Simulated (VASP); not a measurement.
# BaTiO3 (P4mm) in VASP: further runs

BaTiO3 is run at these levels: PBE, BLYP+D4, BLYP+D3(BJ); tasks: single point.

Everything below comes from runs of VASP 6.6.1. Logs are shortened: lines on timing, memory, paths and dates and some standing lists are left out, and cuts for length are marked.

## Step 1: The cell of the first run

The structure is tetragonal, space group P4mm (No. 99). The conventional cell has a = 3.979 Å, b = 3.979 Å, c = 4.128 Å, α = 90.00°, β = 90.00°, γ = 90.00°. Ba (site symmetry 4mm) has 12 O at 2.79 to 2.94 Å and 8 Ti at 3.45 to 3.53 Å within 3.7 Å. Within 2.4 Å of Ti (site symmetry 4mm) lie 6 O at 1.83 to 2.30 Å. Within 2.6 Å of O (site symmetry 2mm) lie 2 Ti at 2.00 Å. Within 2.4 Å of O (site symmetry 4mm) lie 2 Ti at 1.83 to 2.30 Å.

## Step 2: Single point, PBE

The input, INCAR:

```
  PREC = Accurate
  ENCUT = 520
  EDIFF = 1E-6
  ISMEAR = -1
  SIGMA = 0.05
  LREAL = False
  LASPH = True
  NELM = 80
  ALGO = Normal
  ISIF = 2
  LWAVE = False
  LCHARG = False
  GGA = PE
  NBANDS = 28
```

The input, KPOINTS:

```
Automatic mesh
0
Gamma
  7 7 7
```

The input, POSCAR:

```
BaTiO3
1.0
    3.9793846297      0.0000000000      0.0000000000
    0.0000000000      3.9793846297      0.0000000000
    0.0000000000      0.0000000000      4.1276996244
Ba Ti O
1 1 3
Direct
    0.0000000000      0.0000000000     -0.0059262854
    0.5000000000      0.5000000000      0.4767756866
    0.0000000000      0.5000000000      0.5188250081
    0.5000000000      0.0000000000      0.5188250081
    0.5000000000      0.5000000000      0.0345005827
```

Potentials or basis: VASP PAW PBE potentials, release 64 (Ba_sv, Ti_sv, O).

Started as:

```sh
cat potpaw_PBE.64/Ba_sv/POTCAR potpaw_PBE.64/Ti_sv/POTCAR potpaw_PBE.64/O/POTCAR > POTCAR
mpirun -np 1 vasp_std > vasp.out
```

OUTCAR:

```text
PREC = Accurate
   ENCUT = 520
   EDIFF = 1E-6
   ISMEAR = -1
   LREAL = False
   LASPH = True
   NELM = 80
   ISIF = 2
   GGA = PE

 ion  position               nearest neighbor table
   1  0.000  0.000  0.994-   3 2.79   4 2.79   3 2.79   4 2.79   5 2.82   5 2.82   5 2.82   5 2.82
                             4 2.94   3 2.94   4 2.94   3 2.94   2 3.45   2 3.45   2 3.45   2 3.45
   2  0.500  0.500  0.477-   5 1.83   4 2.00   3 2.00   4 2.00   3 2.00   5 2.30   1 3.45   1 3.45
                             1 3.45   1 3.45   1 3.53   1 3.53   1 3.53   1 3.53
   3  0.000  0.500  0.519-   2 2.00   2 2.00   1 2.79   1 2.79   1 2.94   1 2.94
   4  0.500  0.000  0.519-   2 2.00   2 2.00   1 2.79   1 2.79   1 2.94   1 2.94
   5  0.500  0.500  0.035-   2 1.83   2 2.30   1 2.82   1 2.82   1 2.82   1 2.82

  LATTYP: Found a simple tetragonal cell.
 ALAT       =     3.9793846297
 C/A-ratio  =     1.0372708367

  Lattice vectors:

 A1 = (   3.9793846297,   0.0000000000,   0.0000000000)
 A2 = (   0.0000000000,   3.9793846297,   0.0000000000)
 A3 = (   0.0000000000,   0.0000000000,   4.1276996244)

Analysis of symmetry for initial positions (statically):
=====================================================================
 Subroutine PRICEL returns:
 Original cell was already a primitive cell.

 Routine SETGRP: Setting up the symmetry group for a
 simple tetragonal supercell.

 Subroutine GETGRP returns: Found  8 space group operations
 (whereof  8 operations were pure point group operations)
 out of a pool of 16 trial point group operations.

The static configuration has the point symmetry C_4v.

Analysis of symmetry for dynamics (positions and initial velocities):
=====================================================================
 Subroutine PRICEL returns:
 Original cell was already a primitive cell.

 Routine SETGRP: Setting up the symmetry group for a
 simple tetragonal supercell.

 Subroutine GETGRP returns: Found  8 space group operations
 (whereof  8 operations were pure point group operations)
 out of a pool of 16 trial point group operations.

The dynamic configuration has the point symmetry C_4v.

 Subroutine INISYM returns: Found  8 space group operations
 (whereof  8 operations are pure point group operations),
 and found     1 'primitive' translations

----------------------------------------------------------------------------------------

                                     Primitive cell

[... 96 lines left out ...]
   EDIFF  = 0.1E-05   stopping-criterion for ELM
   LREAL  =      F    real-space projection
   EDIFFG = 0.1E-04   stopping-criterion for IOM
   NSW    =      0    number of steps for IOM
   IBRION =     -1    ionic relax: 0-MD 1-quasi-New 2-CG
   NFREE  =      0    steps in history (QN), initial steepest desc. (CG)
   ISIF   =      2    stress and relaxation
   ISYM   =      2    0-nonsym 1-usesym 2-fastsym
   POTIM  = 0.5000    time-step for ionic-motion
   TEBEG  =    0.0;   TEEND  =   0.0 temperature during run
   PSTRESS=    0.0 pullay stress
   NELECT =      40.0000    total number of electrons
   NUPDOWN=      -1.0000    fix difference up-down
   EMIN   =  10.00;   EMAX   =-10.00  energy-range for DOS
   EFERMI =   0.00;   METHOD = LEGACY
   ISMEAR =    -1;   SIGMA  =   0.05  broadening in eV -4-tet -1-fermi 0-gaus
   EFERMI_NEDOS =   21; number of points for ismear=-14 and -15
   IALGO  =     38    algorithm
   IMIX   =      4    mixing-type and parameters
     AMIX     =   0.40;   BMIX     =  1.00
     AMIX_MAG =   1.60;   BMIX_MAG =  1.00
  volume/ion in A,a.u.               =      13.07        88.22
  Fermi-wavevector in a.u.,A,eV,Ry     =   1.389893  2.626518 26.283788  1.931804
  Thomas-Fermi vector in A             =   2.513881
   LORBIT       =      0    0 simple, 1 ext, 2 COOP (PROOUT), +10 PAW based schemes
   GGA     = PE    functional components
   LHFCALC =     F    Hartree Fock is set to
   AEXX    =    0.0000 exact exchange contribution
   IVDW    =     0    specifies the selected vdW correction
   LEPSILON=     F    determine dielectric tensor
   LRPA    =     F    only Hartree local field effects (RPA)
 non-spin polarized calculation
  energy-cutoff  :      520.00
  volume of cell :       65.36
 maximum number of plane-waves:      1787
 NGX is ok and might be reduce to    30
   NGX = 15   NGY = 15   NGZ = 15

 number of electron      39.9999981 magnetization

 Free energy of the ion-electron system (eV)
  ---------------------------------------------------
  ext. energy  EPLUGINS =         0.00000000
  ---------------------------------------------------
  free energy    TOTEN  =       -40.02107333 eV

  energy without entropy =      -40.02107332  energy(sigma->0) =      -40.02107333

 E-fermi :   4.7367     XC(G=0): -11.1399

 val. band max:        3.7356662465   @ k =   0.4286   0.4286   0.4286
 cond. band min:       5.6435825071   @ k =   0.0000   0.0000   0.0000
 fundamental gap:      1.9079162606
 Fermi energy:         4.7366660368

 k-point     1 :       0.0000    0.0000    0.0000
  band No.  band energies     occupation
      1     -52.7561      2.00000
      2     -29.0686      2.00000
      3     -28.9622      2.00000
      4     -28.9622      2.00000
      5     -21.2180      2.00000
      6     -13.1607      2.00000
[... 733 lines left out ...]
     27      11.9233      0.00000
     28      12.5408      0.00000

 [... further k-points ...]

------------------------ aborting loop because EDIFF is reached ----------------------------------------

  FORCE on cell =-STRESS in cart. coord.  units (eV):
  Direction    XX          YY          ZZ          XY          YZ          ZX
  --------------------------------------------------------------------------------------
  -------------------------------------------------------------------------------------
  Total        1.4999136      1.4999136      1.5214703      0.0000000      0.0000000      0.0000000
  in kB       36.7651984     36.7651984     37.2935844      0.0000000      0.0000000      0.0000000
  external PRESSURE =      36.9413271 kB  Pullay stress =       0.0000000 kB

 VOLUME and BASIS-vectors are now :
 -----------------------------------------------------------------------------
  energy-cutoff  :      520.00
  volume of cell :       65.36
      direct lattice vectors                 reciprocal lattice vectors
     3.979384630  0.000000000  0.000000000     0.251295136  0.000000000  0.000000000
     0.000000000  3.979384630  0.000000000     0.000000000  0.251295136  0.000000000
     0.000000000  0.000000000  4.127699624     0.000000000  0.000000000  0.242265691

 POSITION                                       TOTAL-FORCE (eV/Angst)
 -----------------------------------------------------------------------------------
      0.00000      0.00000      4.10324         0.000000     -0.000000      0.040544
      1.98969      1.98969      1.96799         0.000000      0.000000      0.073449
      0.00000      1.98969      2.14155        -0.000000     -0.000000     -0.021542
      1.98969      0.00000      2.14155         0.000000     -0.000000     -0.021542
      1.98969      1.98969      0.14241         0.000000     -0.000000     -0.070909
 -----------------------------------------------------------------------------------
    total drift:                                0.000000      0.000000      0.000115

  FREE ENERGIE OF THE ION-ELECTRON SYSTEM (eV)
  ---------------------------------------------------
  free  energy   TOTEN  =       -40.0210733254 eV

  energy  without entropy=      -40.0210733249  energy(sigma->0) =      -40.02107333
```

stdout:

```text
POSCAR found type information on POSCAR BaTiO
 POSCAR found :  3 types and       5 ions
 scaLAPACK will be used
 LDA part: xc-table for (Slater+PW92), standard interpolation
 POSCAR, INCAR and KPOINTS ok, starting setup
 FFT: planning ... GRIDC
 FFT: planning ... GRID_SOFT
 FFT: planning ... GRID
 WAVECAR not read
 entering main loop
```

It took 31 s on 1 thread of Intel Xeon 6975P-C (Granite Rapids), shared host; peak memory 0.22 GiB.

What came out:

- Free energy: -40.0211 eV
- Pressure: 3.7 GPa
- Largest force: 0.073 eV/Å
- Band gap on the k mesh: 1.91 eV (least direct gap 2.30 eV)

Forces in eV/Å, atoms in the order of the input:
```
Ba   0.000  0.000  0.041
Ti   0.000  0.000  0.073
O    0.000  0.000 -0.022
O    0.000  0.000 -0.022
O    0.000  0.000 -0.071
```

Levels at points of the mesh, in eV from the valence-band top:
```tsv
k point	band 17	band 18	band 19	band 20	band 21	band 22	band 23	band 24
(0.00, 0.00, 0.00)	-1.17	-0.62	-0.39	-0.39	1.91	2.43	2.43	4.16
```

Caveat: the cell stands under pressure; spin-orbit coupling is left out, which moves the levels of the heavy elements; an odd mesh through Γ misses points on the zone boundary, where band edges can lie. Expect the measured gap to be larger: semilocal functionals such as PBE lack the derivative discontinuity.

## Step 3: Single point, PBE

This run uses another cell than the first one, of 13.34 Å³/atom.

The input, INCAR:

```
SYSTEM = BaTiO3
ALGO = Normal ; EDIFF = 1E-6
ENCUT = 520 ; GGA = PE
ISIF = 2 ; ISMEAR = -1
LASPH = .True. ; LCHARG = .False.
LREAL = .False. ; LWAVE = .False.
NBANDS = 28 ; NELM = 80
PREC = Accurate ; SIGMA = 0.05
```

The input, KPOINTS:

```
k-points
0
Gamma
  7 7 7
  0 0 0
```

The input, POSCAR:

```
BaTiO3
1.0
    3.9862170472      0.0000000000      0.0000000000
    0.0000000000      3.9862170472      0.0000000000
    0.0000000000      0.0000000000      4.1980521430
Ba Ti O
1 1 3
Direct
    0.0000000000      0.0000000000     -0.0104278117
    0.5000000000      0.5000000000      0.4722949733
    0.0000000000      0.5000000000      0.5202803700
    0.5000000000      0.0000000000      0.5202803700
    0.5000000000      0.5000000000      0.0405720983
```

Potentials or basis: VASP PAW PBE potentials, release 64 (Ba_sv, Ti_sv, O).

Started as:

```sh
cat potpaw_PBE.64/Ba_sv/POTCAR potpaw_PBE.64/Ti_sv/POTCAR potpaw_PBE.64/O/POTCAR > POTCAR
mpirun -np 1 vasp_std > vasp.out
```

Run time: 31 s. Hardware: 1 thread of Intel Xeon 6975P-C (Granite Rapids), shared host; peak memory 0.22 GiB.

It converged, with:

```yaml
Free_energy: -40.0402 eV
Pressure: 1.6 GPa
Largest_force: 0.083 eV/Å
Band_gap_on_the_k_mesh: 1.90 eV (least direct gap 2.35 eV)
```

Forces in eV/Å, atoms in the order of the input:
```
Ba   0.000  0.000  0.047
Ti   0.000  0.000  0.083
O    0.000  0.000 -0.025
O    0.000  0.000 -0.025
O    0.000  0.000 -0.081
```

Stress tensor (GPa, compression positive):
```
1.56 0.00 0.00
0.00 1.56 0.00
0.00 0.00 1.67
```

Levels at points of the mesh, in eV from the valence-band top:
```tsv
k point	band 18	band 19	band 20	band 21	band 22	band 23
(0.00, 0.00, 0.00)	-0.82	-0.46	-0.46	1.90	2.54	2.54
```

Caveat: spin-orbit coupling is left out, which moves the levels of the heavy elements; an odd mesh through Γ misses points on the zone boundary, where band edges can lie.

(Part 1 of 2 ends here.)
